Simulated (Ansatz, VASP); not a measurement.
Two plane-wave programs on InP

```
In P
1.0
     0.00000    2.83028    2.83028
     2.83028    0.00000    2.83028
     2.83028    2.83028    0.00000
In P
1 1
Direct
  0.00000 0.00000 0.00000
  0.25000 0.25000 0.25000
```

Alike in both runs: task single point; functional r2SCAN; k mesh 14 × 14 × 14; occupations gaussian, width 0.05 eV; no spin polarisation.

|  | VASP | Ansatz |
| --- | --- | --- |
| version | VASP 6.6.1 | Ansatz 0.2.0 |
| potentials or method | VASP PAW PBE potentials, release 64 (In_d, P), cutoff 520 eV | scalar-relativistic, plane waves, PAW |
| valence electrons in the cell | 18 | 18 |

Ansatz gave:

| Quantity | Value |
| --- | --- |
| gap on the k mesh at the Fermi level (eV) | 1.76 |
| least direct gap on the mesh (eV) | 1.76 |
| pressure (GPa) | 11.6 |

Q: Estimate VASP's values.

A: gap on the k mesh at the Fermi level (eV): 1.77; least direct gap on the mesh (eV): 1.77; pressure (GPa): 11.5.

VASP's potentials were made for PBE, not for r2SCAN.
